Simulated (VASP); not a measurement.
# BiB2As (P-4m2) in VASP: a series of runs

BiB2As is run at these levels: r2SCAN; tasks: single point.

Everything below comes from runs of VASP 6.6.1. Logs are shortened: lines on timing, memory, paths and dates and some standing lists are left out, and cuts for length are marked.

## Step 1: The cell of the first run

Symmetry: P-4m2, No. 115, tetragonal system. The conventional cell has a = 3.541 Å, b = 3.541 Å, c = 5.068 Å, α = 90.00°, β = 90.00°, γ = 90.00°. As (site symmetry -4m2) has 4 B at 2.09 Å within 2.8 Å. Within 2.8 Å of B (site symmetry 2mm) lie 2 As at 2.09 Å and 2 Bi at 2.27 Å. Bi (site symmetry -4m2) has 4 B at 2.27 Å within 3.0 Å.

## Step 2: Single point, r2SCAN (15.88 Å³/atom)

Input file POSCAR:

```
BiB2As
1.0
    3.5405681738      0.0000000000      0.0000000000
    0.0000000000      3.5405681738      0.0000000000
    0.0000000000      0.0000000000      5.0677749306
As B Bi
1 2 1
Direct
    0.0000000000      0.0000000000      0.0000000000
    0.0000000000      0.5000000000      0.7807602850
    0.5000000000      0.0000000000      0.2192397150
    0.5000000000      0.5000000000      0.5000000000
```

Input file INCAR.step1:

```
SYSTEM = BiB2As
  ALGO = Normal
  EDIFF = 1E-4
  ENCUT = 520
  GGA = PE
  ISMEAR = 0
  LASPH = .True.
  LCHARG = .False.
  LREAL = .False.
  LWAVE = .True.
  NBANDS = 21
  NELM = 100
  PREC = Accurate
  SIGMA = 0.01
```

Input file INCAR.step2:

```
SYSTEM = BiB2As
  ALGO = Normal
  EDIFF = 1E-6
  ENCUT = 520
  ISIF = 2
  ISMEAR = 0
  ISTART = 1
  LASPH = .True.
  LCHARG = .False.
  LMIXTAU = .True.
  LREAL = .False.
  LWAVE = .False.
  METAGGA = R2SCAN
  NBANDS = 21
  NELM = 100
  PREC = Accurate
  SIGMA = 0.01
```

Input file KPOINTS:

```
k-points
0
Gamma
  6 6 4
  0 0 0
```

Potentials or basis: VASP PAW PBE potentials, release 64 (As, B, Bi_d).

Launch:

```console
cat potpaw_PBE.64/As/POTCAR potpaw_PBE.64/B/POTCAR potpaw_PBE.64/Bi_d/POTCAR > POTCAR
cp INCAR.step1 INCAR
mpirun -np 1 vasp_std > vasp.out
cp INCAR.step2 INCAR
mpirun -np 1 vasp_std > vasp.out
```

OUTCAR:

```text
SYSTEM = BiB2As
   EDIFF = 1E-6
   ENCUT = 520
   ISIF = 2
   ISMEAR = 0
   ISTART = 1
   LASPH = .True.
   LREAL = .False.
   METAGGA = R2SCAN
   NELM = 100
   PREC = Accurate

 ion  position               nearest neighbor table
   1  0.000  0.000  0.000-   2 2.09   3 2.09   2 2.09   3 2.09
   2  0.000  0.500  0.781-   1 2.09   1 2.09   4 2.27   4 2.27
   3  0.500  0.000  0.219-   1 2.09   1 2.09   4 2.27   4 2.27
   4  0.500  0.500  0.500-   2 2.27   3 2.27   3 2.27   2 2.27

  LATTYP: Found a simple tetragonal cell.
 ALAT       =     3.5405681738
 C/A-ratio  =     1.4313451067

  Lattice vectors:

 A1 = (   3.5405681738,   0.0000000000,   0.0000000000)
 A2 = (   0.0000000000,   3.5405681738,   0.0000000000)
 A3 = (   0.0000000000,   0.0000000000,   5.0677749306)

Analysis of symmetry for initial positions (statically):
=====================================================================
 Subroutine PRICEL returns:
 Original cell was already a primitive cell.

 Routine SETGRP: Setting up the symmetry group for a
 simple tetragonal supercell.

 Subroutine GETGRP returns: Found  8 space group operations
 (whereof  8 operations were pure point group operations)
 out of a pool of 16 trial point group operations.

The static configuration has the point symmetry D_2d.

Analysis of symmetry for dynamics (positions and initial velocities):
=====================================================================
 Subroutine PRICEL returns:
 Original cell was already a primitive cell.

 Routine SETGRP: Setting up the symmetry group for a
 simple tetragonal supercell.

 Subroutine GETGRP returns: Found  8 space group operations
 (whereof  8 operations were pure point group operations)
 out of a pool of 16 trial point group operations.

The dynamic configuration has the point symmetry D_2d.

 Subroutine INISYM returns: Found  8 space group operations
 (whereof  8 operations are pure point group operations),
 and found     1 'primitive' translations

----------------------------------------------------------------------------------------

                                     Primitive cell

  volume of cell :      63.5277

  direct lattice vectors                    reciprocal lattice vectors
     3.540568174  0.000000000  0.000000000     0.282440544  0.000000000  0.000000000
     0.000000000  3.540568174  0.000000000     0.000000000  0.282440544  0.000000000
     0.000000000  0.000000000  5.067774931     0.000000000  0.000000000  0.197325259

  length of vectors
     3.540568174  3.540568174  5.067774931     0.282440544  0.282440544  0.197325259

  position of ions in fractional coordinates (direct lattice)
     0.000000000  0.000000000  0.000000000
     0.000000000  0.500000000  0.780760285
     0.500000000  0.000000000  0.219239715
     0.500000000  0.500000000  0.500000000

  ion indices of the primitive-cell ions
   primitive index   ion index
                 1           1
                 2           2
                 3           3
                 4           4

----------------------------------------------------------------------------------------

 KPOINTS: k-points

Automatic generation of k-mesh.
 Grid dimensions read from file:
 generate k-points for:    6    6    4

 Generating k-lattice:

  Cartesian coordinates                     Fractional coordinates (reciprocal lattice)
     0.047073424  0.000000000  0.000000000     0.166666667  0.000000000  0.000000000
     0.000000000  0.047073424  0.000000000     0.000000000  0.166666667  0.000000000
     0.000000000  0.000000000  0.049331315     0.000000000  0.000000000  0.250000000

  Length of vectors
     0.047073424  0.047073424  0.049331315

  Shift w.r.t. Gamma in fractional coordinates (k-lattice)
     0.000000000  0.000000000  0.000000000

 Subroutine IBZKPT returns following result:
 ===========================================

 Found     30 irreducible k-points:

 Following reciprocal coordinates:
            Coordinates               Weight
  0.000000  0.000000  0.000000      1.000000
[... 39 lines left out ...]
  energy-cutoff  :      520.00
  volume of cell :       63.53
 maximum number of plane-waves:      1731
 NGX is ok and might be reduce to    28
   NGX = 13   NGY = 13   NGZ = 19

 number of electron      26.0000013 magnetization

 Free energy of the ion-electron system (eV)
  ---------------------------------------------------
  ext. energy  EPLUGINS =         0.00000000
  ---------------------------------------------------
  free energy    TOTEN  =       -85.98482275 eV

  energy without entropy =      -85.98482275  energy(sigma->0) =      -85.98482275

 E-fermi :   7.9059     XC(G=0): -11.3149

 val. band max:        7.8363423659   @ k =   0.0000   0.0000   0.0000
 cond. band min:       8.2873771357   @ k =   0.5000   0.5000   0.0000
 fundamental gap:      0.4510347698
 Fermi energy:         7.9059102941

 k-point     1 :       0.0000    0.0000    0.0000
  band No.  band energies     occupation
      1     -16.2681      2.00000
      2     -16.0868      2.00000
      3     -16.0868      2.00000
      4     -16.0530      2.00000
      5     -15.9950      2.00000
      6      -8.4820      2.00000
[... 13 lines left out ...]
     20      15.8855      0.00000
     21      18.2036      0.00000

 k-point     2 :       0.1667    0.0000    0.0000
  band No.  band energies     occupation
      1     -16.2381      2.00000
      2     -16.1047      2.00000
      3     -16.0852      2.00000
      4     -16.0390      2.00000
      5     -16.0066      2.00000
      6      -8.1780      2.00000
[... 13 lines left out ...]
     20      16.9171      0.00000
     21      17.3347      0.00000

 k-point     3 :       0.3333    0.0000    0.0000
  band No.  band energies     occupation
      1     -16.1891      2.00000
      2     -16.1396      2.00000
      3     -16.0821      2.00000
      4     -16.0297      2.00000
      5     -16.0008      2.00000
      6      -7.2985      2.00000
[... 13 lines left out ...]
     20      15.3170      0.00000
     21      16.7163      0.00000
[... 457 lines left out ...]
 k-point    23 :       0.3333    0.0000    0.5000
  band No.  band energies     occupation
      1     -16.1894      2.00000
      2     -16.1434      2.00000
      3     -16.0831      2.00000
      4     -16.0294      2.00000
      5     -15.9966      2.00000
      6      -6.3625      2.00000
[... 13 lines left out ...]
     20      14.9636      0.00000
     21      15.4735      0.00000

 k-point    24 :       0.5000    0.0000    0.5000
  band No.  band energies     occupation
      1     -16.1676      2.00000
      2     -16.1649      2.00000
      3     -16.0813      2.00000
      4     -16.0409      2.00000
      5     -15.9715      2.00000
      6      -5.8871      2.00000
[... 13 lines left out ...]
     20      15.0655      0.00000
     21      15.8566      0.00000

 [... further k-points ...]

------------------------ aborting loop because EDIFF is reached ----------------------------------------

  FORCE on cell =-STRESS in cart. coord.  units (eV):
  Direction    XX          YY          ZZ          XY          YZ          ZX
  --------------------------------------------------------------------------------------
  -------------------------------------------------------------------------------------
  Total        2.9775868      2.9775868      3.0047822      0.0000000     -0.0000000      0.0000000
  in kB       75.0951299     75.0951299     75.7810014      0.0000000     -0.0000000      0.0000000
  external PRESSURE =      75.3237537 kB  Pullay stress =       0.0000000 kB

 VOLUME and BASIS-vectors are now :
 -----------------------------------------------------------------------------
  energy-cutoff  :      520.00
  volume of cell :       63.53
      direct lattice vectors                 reciprocal lattice vectors
     3.540568174  0.000000000  0.000000000     0.282440544  0.000000000  0.000000000
     0.000000000  3.540568174  0.000000000     0.000000000  0.282440544  0.000000000
     0.000000000  0.000000000  5.067774931     0.000000000  0.000000000  0.197325259

 POSITION                                       TOTAL-FORCE (eV/Angst)
 -----------------------------------------------------------------------------------
      0.00000      0.00000      0.00000         0.000000     -0.000000      0.000000
      0.00000      1.77028      3.95672        -0.000000     -0.000000      0.093363
      1.77028      0.00000      1.11106        -0.000000     -0.000000     -0.093363
      1.77028      1.77028      2.53389        -0.000000      0.000000      0.000000
 -----------------------------------------------------------------------------------
    total drift:                                0.000000      0.000000      0.000000

  FREE ENERGIE OF THE ION-ELECTRON SYSTEM (eV)
  ---------------------------------------------------
  free  energy   TOTEN  =       -85.9848227466 eV

  energy  without entropy=      -85.9848227466  energy(sigma->0) =      -85.98482275
```

Wall time 56 s (1 thread of Intel Xeon 6975P-C (Granite Rapids), shared host); peak memory 0.2 GiB.

What came out:

- Free energy: -85.9848 eV
- Pressure: 7.5 GPa
- Largest force: 0.093 eV/Å
- Band gap on the k mesh: 0.45 eV (least direct gap 0.88 eV)

Forces in eV/Å, atoms in the order of the input:
```
As   0.000  0.000  0.000
B    0.000  0.000  0.093
B    0.000  0.000 -0.093
Bi   0.000  0.000  0.000
```

Caveat: the cell stands under pressure; the PAW data sets were made with another functional, which shifts forces and pressure a little; spin-orbit coupling is left out, which moves the levels of the heavy elements.

## Step 3: Single point, r2SCAN (16.39 Å³/atom)

This run uses another cell than the first one, of 16.39 Å³/atom.

Input file POSCAR:

```
BiB2As
1.0
    3.5778400515      0.0000000000      0.0000000000
    0.0000000000      3.5778400515      0.0000000000
    0.0000000000      0.0000000000      5.1211238503
As B Bi
1 2 1
Direct
    0.0000000000      0.0000000000      0.0000000000
    0.0000000000      0.5000000000      0.7807602850
    0.5000000000      0.0000000000      0.2192397150
    0.5000000000      0.5000000000      0.5000000000
```

Input file INCAR.step1:

```
PREC = Accurate
ENCUT = 520
ISMEAR = 0
SIGMA = 0.01
LREAL = False
LASPH = True
NELM = 60
NBANDS = 21
GGA = PE
ALGO = Normal
EDIFF = 1E-4
LWAVE = True
LCHARG = False
```

Input file INCAR.step2:

```
PREC = Accurate
ENCUT = 520
EDIFF = 1E-7
ISMEAR = 0
SIGMA = 0.01
LREAL = False
LASPH = True
NELM = 60
ALGO = Normal
ISIF = 2
LWAVE = False
LCHARG = False
METAGGA = R2SCAN
LMIXTAU = True
NBANDS = 21
ISTART = 1
```

Input file KPOINTS:

```
Automatic mesh
0
Gamma
  6 6 4
```

Potentials or basis: VASP PAW PBE potentials, release 64 (As, B, Bi_d).

Launch:

```console
cat potpaw_PBE.64/As/POTCAR potpaw_PBE.64/B/POTCAR potpaw_PBE.64/Bi_d/POTCAR > POTCAR
cp INCAR.step1 INCAR
mpirun -np 1 vasp_std > vasp.out
cp INCAR.step2 INCAR
mpirun -np 1 vasp_std > vasp.out
```

Run time: 69 s. Hardware: 1 thread of Intel Xeon 6975P-C (Granite Rapids), shared host; peak memory 0.2 GiB.

Results (log left out):

```
Free energy            : -86.0547 eV
Pressure               : 3.5 GPa
Largest force          : 0.039 eV/Å
Band gap on the k mesh : 0.47 eV (least direct gap 0.88 eV)
```

Forces in eV/Å, atoms in the order of the input:
```
As   0.000  0.000  0.000
B    0.000  0.000  0.039
B    0.000  0.000 -0.039
Bi   0.000  0.000  0.000
```

Levels at points of the mesh, in eV from the valence-band top:
```tsv
k point	band 11	band 12	band 13	band 14	band 15	band 16
(0.00, 0.00, 0.00)	-0.46	0.00	0.00	0.88	1.03	2.40
(0.50, 0.00, 0.00)	-5.28	-3.27	-1.28	1.89	3.83	5.06
(0.50, 0.50, 0.00)	-4.36	-4.36	-3.72	0.47	1.02	1.02
(0.00, 0.00, 0.50)	-3.90	-2.03	-2.03	0.67	1.36	3.76
(0.50, 0.00, 0.50)	-2.32	-2.00	-1.03	1.21	1.53	3.61
(0.50, 0.50, 0.50)	-5.64	-5.46	-5.13	4.57	4.73	4.73
```

Caveat: the cell stands under pressure; the PAW data sets were made with another functional, which shifts forces and pressure a little; spin-orbit coupling is left out, which moves the levels of the heavy elements. A k mesh can miss the band edges.

## Step 4: Single point, r2SCAN

This run uses another cell than the first one, of 16.90 Å³/atom.

Input file POSCAR:

```
BiB2As
1.0
    3.6143511451      0.0000000000      0.0000000000
    0.0000000000      3.6143511451      0.0000000000
    0.0000000000      0.0000000000      5.1733838256
As B Bi
1 2 1
Direct
    0.0000000000      0.0000000000      0.0000000000
    0.0000000000      0.5000000000      0.7807602850
    0.5000000000      0.0000000000      0.2192397150
    0.5000000000      0.5000000000      0.5000000000
```

Input file INCAR.step1:

```
  PREC = Accurate
  ENCUT = 520
  ISMEAR = 0
  SIGMA = 0.01
  LREAL = F
  LASPH = T
  NELM = 80
  NBANDS = 21
  GGA = PE
  ALGO = Normal
  EDIFF = 1E-4
  LWAVE = T
  LCHARG = F
```

Input file INCAR.step2:

```
  PREC = Accurate
  ENCUT = 520
  EDIFF = 1E-6
  ISMEAR = 0
  SIGMA = 0.01
  LREAL = F
  LASPH = T
  NELM = 80
  ALGO = Normal
  ISIF = 2
  LWAVE = F
  LCHARG = F
  METAGGA = R2SCAN
  LMIXTAU = T
  NBANDS = 21
  ISTART = 1
```

KPOINTS is that of step 3.

Launch:

```console
cat potpaw_PBE.64/As/POTCAR potpaw_PBE.64/B/POTCAR potpaw_PBE.64/Bi_d/POTCAR > POTCAR
cp INCAR.step1 INCAR
mpirun -np 1 vasp_std > vasp.out
cp INCAR.step2 INCAR
mpirun -np 1 vasp_std > vasp.out
```

Run time: 54 s. Hardware: 1 thread of Intel Xeon 6975P-C (Granite Rapids), shared host; peak memory 0.2 GiB.

The run converged. Its results:

* Free energy: -86.0769 eV
* Pressure: 0.0 GPa
* Largest force: 0.011 eV/Å
* Band gap on the k mesh: 0.49 eV (least direct gap 0.87 eV)

Forces on the atoms (eV/Å):
```
As   0.000  0.000  0.000
B    0.000  0.000 -0.011
B    0.000  0.000  0.011
Bi   0.000  0.000  0.000
```

Levels at points of the mesh, in eV from the valence-band top:
| k point | band 10 | band 11 | band 12 | band 13 | band 14 | band 15 | band 16 | band 17 |
| --- | --- | --- | --- | --- | --- | --- | --- | --- |
| (0.00, 0.00, 0.00) | -4.48 | -0.44 | 0.00 | 0.00 | 0.87 | 1.02 | 2.14 | 2.99 |
| (0.50, 0.00, 0.00) | -5.14 | -5.12 | -3.19 | -1.23 | 1.84 | 3.70 | 5.02 | 5.09 |
| (0.50, 0.50, 0.00) | -4.81 | -4.23 | -4.23 | -3.60 | 0.49 | 1.04 | 1.04 | 1.73 |
| (0.00, 0.00, 0.50) | -3.79 | -3.79 | -1.95 | -1.95 | 0.69 | 1.37 | 3.68 | 3.90 |
| (0.50, 0.00, 0.50) | -3.16 | -2.25 | -1.95 | -0.99 | 1.07 | 1.38 | 3.60 | 4.51 |
| (0.50, 0.50, 0.50) | -5.45 | -5.45 | -5.29 | -4.96 | 4.42 | 4.71 | 4.71 | 4.81 |

Caveat: the PAW data sets were made with another functional, which shifts forces and pressure a little; spin-orbit coupling is left out, which moves the levels of the heavy elements.

## Step 5: Single point, r2SCAN (17.40 Å³/atom)

This run uses another cell than the first one, of 17.40 Å³/atom.

Input file POSCAR:

```
BiB2As
1.0
    3.6501391275      0.0000000000      0.0000000000
    0.0000000000      3.6501391275      0.0000000000
    0.0000000000      0.0000000000      5.2246087790
As B Bi
1 2 1
Direct
    0.0000000000      0.0000000000      0.0000000000
    0.0000000000      0.5000000000      0.7807602850
    0.5000000000      0.0000000000      0.2192397150
    0.5000000000      0.5000000000      0.5000000000
```

Input file INCAR.step1:

```
SYSTEM = BiB2As
PREC     = Accurate       ! precision mode
ENCUT    = 520            ! plane-wave cutoff, eV
ISMEAR   = 0              ! smearing method
SIGMA    = 0.01           ! smearing width, eV
LREAL    = .False.        ! projectors in reciprocal space
LASPH    = .True.         ! aspherical terms in the spheres
NELM     = 80             ! most SCF steps
NBANDS   = 21             ! bands
GGA      = PE             ! functional
ALGO     = Normal         ! electronic algorithm
EDIFF    = 1E-4           ! SCF threshold, eV
LWAVE    = .True.         ! write WAVECAR
LCHARG   = .False.        ! write CHGCAR
```

Input file INCAR.step2:

```
SYSTEM = BiB2As
PREC     = Accurate       ! precision mode
ENCUT    = 520            ! plane-wave cutoff, eV
EDIFF    = 1E-6           ! SCF threshold, eV
ISMEAR   = 0              ! smearing method
SIGMA    = 0.01           ! smearing width, eV
LREAL    = .False.        ! projectors in reciprocal space
LASPH    = .True.         ! aspherical terms in the spheres
NELM     = 80             ! most SCF steps
ALGO     = Normal         ! electronic algorithm
ISIF     = 2              ! what is computed and relaxed
LWAVE    = .False.        ! write WAVECAR
LCHARG   = .False.        ! write CHGCAR
METAGGA  = R2SCAN         ! meta-GGA
LMIXTAU  = .True.       
NBANDS   = 21             ! bands
ISTART   = 1
```

Input file KPOINTS:

```
Automatic mesh
0
Gamma
  6 6 4
  0 0 0
```

Launch:

```console
cat potpaw_PBE.64/As/POTCAR potpaw_PBE.64/B/POTCAR potpaw_PBE.64/Bi_d/POTCAR > POTCAR
cp INCAR.step1 INCAR
mpirun -np 1 vasp_std > vasp.out
cp INCAR.step2 INCAR
mpirun -np 1 vasp_std > vasp.out
```

Run time: 54 s. Hardware: 1 thread of Intel Xeon 6975P-C (Granite Rapids), shared host; peak memory 0.2 GiB.

The run converged. Its results:

| Property | Result |
| --- | --- |
| Free energy | -86.0585 eV |
| Pressure | -3.0 GPa |
| Largest force | 0.056 eV/Å |
| Band gap on the k mesh | 0.51 eV (least direct gap 0.86 eV) |

Forces on the atoms (eV/Å):
```
As   0.000  0.000  0.000
B    0.000  0.000 -0.056
B    0.000  0.000  0.056
Bi   0.000  0.000  0.000
```

Stress tensor (GPa, compression positive):
```
-2.95  0.00  0.00
 0.00 -2.95  0.00
 0.00  0.00 -3.03
```

Levels at points of the mesh, in eV from the valence-band top:
```
           k point  band 10  band 11  band 12  band 13  band 14  band 15  band 16  band 17
(0.00, 0.00, 0.00)    -4.35    -0.42     0.00     0.00     0.86     0.99     1.91     2.95
(0.50, 0.00, 0.00)    -4.99    -4.96    -3.11    -1.18     1.78     3.56     4.98     5.04
(0.50, 0.50, 0.00)    -4.67    -4.10    -4.10    -3.49     0.51     1.06     1.06     1.75
(0.00, 0.00, 0.50)    -3.69    -3.69    -1.87    -1.87     0.71     1.38     3.60     3.79
(0.50, 0.00, 0.50)    -3.08    -2.19    -1.91    -0.96     0.93     1.24     3.58     4.47
(0.50, 0.50, 0.50)    -5.27    -5.27    -5.13    -4.79     4.28     4.69     4.69     4.70
```

Caveat: the PAW data sets were made with another functional, which shifts forces and pressure a little; spin-orbit coupling is left out, which moves the levels of the heavy elements. A k mesh can miss the band edges.

## Step 6: The runs side by side

| cell | gap on the mesh (eV) | pressure (GPa) | largest force (eV/Å) |
| --- | --- | --- | --- |
| a = 3.541, b = 3.541, c = 5.068 Å, 4 atoms | 0.45 | 7.5 | 0.09 |
| a = 3.578, b = 3.578, c = 5.121 Å, 4 atoms | 0.47 | 3.5 | 0.04 |
| a = 3.614, b = 3.614, c = 5.173 Å, 4 atoms | 0.49 | 0.0 | 0.01 |
| a = 3.650, b = 3.650, c = 5.225 Å, 4 atoms | 0.51 | -3.0 | 0.06 |

Alike in all rows: task single point; level r2SCAN; potentials or basis VASP PAW PBE potentials, release 64 (As, B, Bi_d); no spin polarisation; k mesh 6 × 6 × 4; cutoff (eV) 520; smearing gaussian 0.01 eV.

Caveats: the PAW data sets were made with another functional, which shifts forces and pressure a little; spin-orbit coupling is left out, which moves the levels of the heavy elements; the cell stands under pressure (at least some runs).

Total energies depend on the potentials used, so only differences within one code and one set of settings carry meaning.
